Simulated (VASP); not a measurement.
# As (R-3m) in VASP: a series of runs, part 2 of 2

VASP 6.6.1.

**3. Single point, HSE06**

This run uses another cell than the first one, of 21.59 Å³/atom.

File POSCAR:

```
As
1.0
    1.8928901406      1.0928606322      3.4790163210
   -1.8928901406      1.0928606322      3.4790163210
    0.0000000000     -2.1857212645      3.4790163210
As
2
Direct
    0.2260542377      0.2260542377      0.2260542377
    0.7739457623      0.7739457623      0.7739457623
```

File INCAR.step1:

```
PREC = Accurate
ENCUT = 520
EDIFF = 1E-5
ISMEAR = -1
SIGMA = 0.05
LREAL = F
LASPH = T
NELM = 60
ALGO = Normal
ISIF = 2
LWAVE = T
LCHARG = F
NBANDS = 12
GGA = PE
```

File INCAR.step2:

```
PREC = Accurate
ENCUT = 520
EDIFF = 1E-6
ISMEAR = -1
SIGMA = 0.05
LREAL = F
LASPH = T
NELM = 60
ALGO = Normal
ISIF = 2
LWAVE = F
LCHARG = F
GGA = PE
LHFCALC = T
HFSCREEN = 0.2079
PRECFOCK = Normal
NBANDS = 12
ISTART = 1
```

File KPOINTS:

```
regular mesh
0
Gamma
  5 5 5
```

Potentials or basis: VASP PAW PBE potentials, release 64 (As).

Command:

```console
$ cat potpaw_PBE.64/As/POTCAR > POTCAR
$ cp INCAR.step1 INCAR
$ mpirun -np 1 vasp_std > vasp.out
$ cp INCAR.step2 INCAR
$ mpirun -np 1 vasp_std > vasp.out
```

OUTCAR:

```text
PREC = Accurate
   ENCUT = 520
   EDIFF = 1E-6
   ISMEAR = -1
   LREAL = F
   LASPH = T
   NELM = 60
   ISIF = 2
   GGA = PE
   LHFCALC = T
   HFSCREEN = 0.2079
   PRECFOCK = Normal
   ISTART = 1

 ion  position               nearest neighbor table
   1  0.226  0.226  0.226-   2 2.51   2 2.51   2 2.51
   2  0.774  0.774  0.774-   1 2.51   1 2.51   1 2.51

  LATTYP: Found a trigonal (rhomboedric) cell.
 ALAT       =     4.1086411388
 COS(alpha) =     0.5754934523

  Lattice vectors:

 A1 = (   1.8928901406,   1.0928606322,   3.4790163210)
 A2 = (  -1.8928901406,   1.0928606322,   3.4790163210)
 A3 = (   0.0000000000,  -2.1857212645,   3.4790163210)

Analysis of symmetry for initial positions (statically):
=====================================================================
 Subroutine PRICEL returns:
 Original cell was already a primitive cell.

 Routine SETGRP: Setting up the symmetry group for a
 trigonal (rhombohedral) supercell.

 Subroutine GETGRP returns: Found 12 space group operations
 (whereof 12 operations were pure point group operations)
 out of a pool of 12 trial point group operations.

The static configuration has the point symmetry D_3d.

Analysis of symmetry for dynamics (positions and initial velocities):
=====================================================================
 Subroutine PRICEL returns:
 Original cell was already a primitive cell.

 Routine SETGRP: Setting up the symmetry group for a
 trigonal (rhombohedral) supercell.

 Subroutine GETGRP returns: Found 12 space group operations
 (whereof 12 operations were pure point group operations)
 out of a pool of 12 trial point group operations.

The dynamic configuration has the point symmetry D_3d.

 Subroutine INISYM returns: Found 12 space group operations
[... 122 lines left out ...]
   NKREDZ  =     1    reduce k-point grid by
   AEXX    =    0.2500 exact exchange contribution
   HFSCREEN=    0.2079 screening length (either q_TF or 0.3 A-1)
   HFSCREENC=   0.2079 screening length for correlation (either q_TF or 0.3 A-1)
   ENCUTFOCK=  -1.0 apply spherical cutoff to Coloumb kernel
   IVDW    =     0    specifies the selected vdW correction
   LEPSILON=     F    determine dielectric tensor
   LRPA    =     F    only Hartree local field effects (RPA)
 non-spin polarized calculation
  energy-cutoff  :      520.00
  volume of cell :       43.18
 maximum number of plane-waves:      1173
  NGX = 24; NGY = 24; NGZ = 24

 number of electron       9.9999999 magnetization

 Free energy of the ion-electron system (eV)
  ---------------------------------------------------
  ext. energy  EPLUGINS =         0.00000000
  ---------------------------------------------------
  free energy    TOTEN  =       -11.22844473 eV

  energy without entropy =      -11.22556354  energy(sigma->0) =      -11.22700414

 E-fermi :   5.5335     XC(G=0):  -8.2914

 val. band max:        5.4171488512   @ k =   0.4000   0.2000   0.2000
 cond. band min:       5.6499273018   @ k =   0.4000   0.0000   0.0000
 fundamental gap:      0.2327784506
 Fermi energy:         5.5335234343

 k-point     1 :       0.0000    0.0000    0.0000
  band No.  band energies     occupation
      1     -11.4654      2.00000
      2      -1.0015      2.00000
      3       2.5445      2.00000
      4       2.8253      2.00000
      5       2.8253      2.00000
      6       7.2489      0.00000
      7       8.7001      0.00000
      8       8.7001      0.00000
      9      12.6658      0.00000
     10      12.6658      0.00000
     11      13.2817      0.00000
     12      14.6481      0.00000
[... 256 lines left out ...]
 k-point    19 :      -0.4000    0.4000    0.4000
  band No.  band energies     occupation
      1      -9.5282      2.00000
      2      -5.6098      2.00000
      3      -0.2629      2.00000
      4       2.1085      2.00000
      5       3.9469      2.00000
      6       7.6335      0.00000
      7       7.6455      0.00000
      8      10.3090      0.00000
      9      13.2224      0.00000
     10      15.2002      0.00000
     11      15.3051      0.00000
     12      18.1632      0.00000

------------------------ aborting loop because EDIFF is reached ----------------------------------------

  FORCE on cell =-STRESS in cart. coord.  units (eV):
  Direction    XX          YY          ZZ          XY          YZ          ZX
  --------------------------------------------------------------------------------------
  -------------------------------------------------------------------------------------
  Total       -0.0961044     -0.0961044     -0.0683493      0.0000000      0.0000000      0.0000000
  in kB       -3.5657910     -3.5657910     -2.5359859      0.0000000      0.0000000      0.0000000
  external PRESSURE =      -3.2225227 kB  Pullay stress =       0.0000000 kB

 VOLUME and BASIS-vectors are now :
 -----------------------------------------------------------------------------
  energy-cutoff  :      520.00
  volume of cell :       43.18
      direct lattice vectors                 reciprocal lattice vectors
     1.892890141  1.092860632  3.479016321     0.264146339  0.152504960  0.095812524
    -1.892890141  1.092860632  3.479016321    -0.264146339  0.152504960  0.095812524
     0.000000000 -2.185721265  3.479016321     0.000000000 -0.305009919  0.095812524

 POSITION                                       TOTAL-FORCE (eV/Angst)
 -----------------------------------------------------------------------------------
      0.00000     -0.00000      2.35934         0.000000      0.000000     -0.007656
      0.00000     -0.00000      8.07771         0.000000     -0.000000      0.007656
 -----------------------------------------------------------------------------------
    total drift:                                0.000000      0.000000      0.000000

  FREE ENERGIE OF THE ION-ELECTRON SYSTEM (eV)
  ---------------------------------------------------
  free  energy   TOTEN  =       -11.2284447321 eV

  energy  without entropy=      -11.2255635382  energy(sigma->0) =      -11.22700414
```

OUTCAR.step1:

```text
PREC = Accurate
   ENCUT = 520
   EDIFF = 1E-5
   ISMEAR = -1
   LREAL = F
[... 501 lines left out ...]
      0.00000     -0.00000      2.35934         0.000000     -0.000000      0.298817
      0.00000     -0.00000      8.07771         0.000000      0.000000     -0.298817
 -----------------------------------------------------------------------------------
    total drift:                               -0.000000     -0.000000      0.000000

  FREE ENERGIE OF THE ION-ELECTRON SYSTEM (eV)
  ---------------------------------------------------
  free  energy   TOTEN  =        -9.3793029242 eV

  energy  without entropy=       -9.3751816153  energy(sigma->0) =       -9.37724227
```

OSZICAR.step1:

```text
N       E                     dE             d eps       ncg     rms          rms(c)
DAV:   1     0.280057774737E+02    0.28006E+02   -0.41898E+03   456   0.693E+02
DAV:   2    -0.788125014214E+01   -0.35887E+02   -0.34397E+02   632   0.111E+02
DAV:   3    -0.938554826778E+01   -0.15043E+01   -0.14989E+01   576   0.233E+01
DAV:   4    -0.939291321078E+01   -0.73649E-02   -0.73644E-02   520   0.186E+00
DAV:   5    -0.939293234311E+01   -0.19132E-04   -0.19131E-04   572   0.101E-01    0.334E+00
DAV:   6    -0.938399652042E+01    0.89358E-02   -0.41003E-03   528   0.407E-01    0.200E+00
DAV:   7    -0.937913214826E+01    0.48644E-02   -0.97206E-03   536   0.637E-01    0.842E-02
DAV:   8    -0.937926984650E+01   -0.13770E-03   -0.20403E-04   548   0.853E-02    0.225E-02
DAV:   9    -0.937930318129E+01   -0.33335E-04   -0.34026E-05   520   0.386E-02    0.950E-03
DAV:  10    -0.937930292419E+01    0.25710E-06   -0.18994E-06   304   0.779E-03
   1 F= -.93793029E+01 E0= -.93772423E+01  d E =-.412131E-02
```

Wall time 12 min (1 thread of AMD EPYC 7R13 (Zen 3), shared host); peak memory 0.25 GiB.

Results:

| Property | Result |
| --- | --- |
| Free energy | -11.2284 eV |
| Pressure | -0.3 GPa |
| Largest force | 0.008 eV/Å |

Forces on the atoms (eV/Å):
```
As   0.000  0.000 -0.008
As   0.000  0.000  0.008
```

Stress tensor (GPa, compression positive):
```
-0.36  0.00  0.00
 0.00 -0.36  0.00
 0.00  0.00 -0.25
```

Caveat: the PAW data sets were made with another functional, which shifts forces and pressure a little.

**4. Single point, BLYP**

This run uses another cell than the first one, of 21.53 Å³/atom.

File INCAR:

```
SYSTEM = As
  PREC = Accurate
  ENCUT = 510
  EDIFF = 1E-6
  ISMEAR = -1
  SIGMA = 0.05
  LREAL = .False.
  LASPH = .True.
  NELM = 120
  ALGO = Normal
  ISIF = 2
  LWAVE = .False.
  LCHARG = .False.
  GGA = B5
  ALDAX = 1.0
  AGGAX = 1.0
  AGGAC = 1.0
  ALDAC = 0.0
  NBANDS = 22
  GGA_COMPAT = .False.
```

File KPOINTS:

```
Automatic mesh
0
Gamma
  9 9 9
  0 0 0
```

File POSCAR:

```
As
1.0
    1.8807968987      1.0858785957      3.5140619945
   -1.8807968987      1.0858785957      3.5140619945
    0.0000000000     -2.1717571915      3.5140619945
As
2
Direct
    0.2260000000      0.2260000000      0.2260000000
    0.7740000000      0.7740000000      0.7740000000
```

Potentials or basis: VASP PAW PBE potentials, release 64 (As_d).

Command:

```console
$ cat potpaw_PBE.64/As_d/POTCAR > POTCAR
$ mpirun -np 1 vasp_std > vasp.out
```

It took 83 s on 1 thread of Intel Xeon Platinum 8259CL at 2.50GHz (Skylake/Cascade Lake), shared host; peak memory 0.2 GiB.

The run converged. Its results:

* Free energy: -7.8650 eV
* Pressure: 9.3 GPa
* Largest force: 0.476 eV/Å
* Band gap on the k mesh: zero (bands 15 and 16 overlap by 0.08 eV)

Forces in eV/Å, atoms in the order of the input:
```
As   0.000  0.000  0.476
As   0.000  0.000 -0.476
```

Stress tensor (GPa, compression positive):
```
9.51 0.00 0.00
0.00 9.51 0.00
0.00 0.00 8.88
```

Levels at points of the mesh, in eV from the Fermi level:
```
           k point  band 12  band 13  band 14  band 15  band 16  band 17  band 18  band 19
(0.00, 0.00, 0.00)    -6.00    -2.50    -2.09    -2.09     1.61     2.85     2.85     7.11
```

Caveat: the cell stands under pressure; the PAW data sets were made with another functional, which shifts forces and pressure a little.

**5. Overview**

```csv
level,potentials or basis,cell,k mesh,cutoff (eV),grid for exact exchange (PRECFOCK),share of exact exchange,screening parameter,gap on the mesh (eV),pressure (GPa),largest force (eV/Å)
PBE0,"VASP PAW PBE potentials, release 64 (As)","a = 4.137 Å, angles 54.3°, 2 atoms, atomic positions A",5 × 5 × 5,520,Normal,0.25,-,0.74,-0.4,-
HSE06,"VASP PAW PBE potentials, release 64 (As)","a = 4.109 Å, angles 54.9°, 2 atoms, atomic positions B",5 × 5 × 5,520,Normal,0.25,0.2079 1/Å,-,-0.3,0.01
BLYP,"VASP PAW PBE potentials, release 64 (As_d)","a = 4.131 Å, angles 54.2°, 2 atoms, atomic positions C",9 × 9 × 9,510,-,-,-,none,9.3,0.48
```

Alike in all rows: task single point; no spin polarisation; smearing fermi-dirac 0.05 eV.

Caveats: the PAW data sets were made with another functional, which shifts forces and pressure a little; the cell stands under pressure (at least some runs).

Absolute energies hang on the potentials; compare differences alone.

The gap in the log of VASP goes by the Fermi energy; the results here count the filled bands.